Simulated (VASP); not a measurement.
Set up this calculation in VASP 6.6.1, as the native input.

* Task: single point
* Functional: PBE
* Potentials or basis: VASP PAW PBE potentials, release 64 (Cu, Te, As)
* Cutoff: 520 eV
* k mesh: 8 × 8 × 8
* Occupations: gaussian, width 0.1 eV
* Spin: no spin polarisation
* Dipole correction: no
* k mesh for the DOS: 12 × 12 × 12
* Occupations for the DOS: tetrahedron
* Further INCAR settings: ALGO = Normal; EDIFF = 1e-06; NBANDS = 36

Cu3TeAs3:

```
Cu Te As
1.0
     5.13736    0.00000    0.00000
     0.00000    5.13736    0.00000
     0.00000    0.00000    5.13736
Cu Te As
3 1 3
Direct
  0.50000 0.50000 0.00000
  0.00000 0.50000 0.50000
  0.50000 0.00000 0.50000
  0.50000 0.50000 0.50000
  0.50000 0.00000 0.00000
  0.00000 0.50000 0.00000
  0.00000 0.00000 0.50000
```

These files were run (other wordings do the same):

POSCAR

```
Cu3TeAs3
1.0
    5.1373581821      0.0000000000      0.0000000000
    0.0000000000      5.1373581821      0.0000000000
    0.0000000000      0.0000000000      5.1373581821
Cu Te As
3 1 3
Direct
    0.5000000000      0.5000000000      0.0000000000
    0.0000000000      0.5000000000      0.5000000000
    0.5000000000      0.0000000000      0.5000000000
    0.5000000000      0.5000000000      0.5000000000
    0.5000000000      0.0000000000      0.0000000000
    0.0000000000      0.5000000000      0.0000000000
    0.0000000000      0.0000000000      0.5000000000
```

INCAR.step1

```
ALGO = Normal
EDIFF = 1E-6
ENCUT = 520
GGA = PE
ISIF = 2
ISMEAR = 0
LASPH = True
LCHARG = True
LMAXMIX = 4
LREAL = False
LWAVE = False
NBANDS = 36
NELM = 100
PREC = Accurate
SIGMA = 0.1
```

KPOINTS.step1

```
k-points
0
Gamma
  8 8 8
```

INCAR.step2

```
ALGO = Normal
EDIFF = 1E-6
ENCUT = 520
GGA = PE
ICHARG = 11
ISIF = 2
ISMEAR = -5
LASPH = True
LCHARG = False
LMAXMIX = 4
LORBIT = 11
LREAL = False
LWAVE = False
NBANDS = 36
NEDOS = 2001
NELM = 100
PREC = Accurate
SIGMA = 0.1
```

KPOINTS.step2

```
k-points
0
Gamma
  12 12 12
```

Potentials or basis: VASP PAW PBE potentials, release 64 (Cu, Te, As).

Launch:

```sh
$ cat potpaw_PBE.64/Cu/POTCAR potpaw_PBE.64/Te/POTCAR potpaw_PBE.64/As/POTCAR > POTCAR
$ cp INCAR.step1 INCAR
$ cp KPOINTS.step1 KPOINTS
$ mpirun -np 1 vasp_std > vasp.out
$ cp INCAR.step2 INCAR
$ cp KPOINTS.step2 KPOINTS
$ mpirun -np 1 vasp_std > vasp.out
```

It gave:

```
Valence electrons inside the program's atomic spheres : Cu 9.97; Te 3.44; As 2.62
```

Wall time 4.3 min on 1 thread of AMD EPYC 9R45 96-Core Processor (Zen 5) (shared host), peak memory 0.47 GiB.
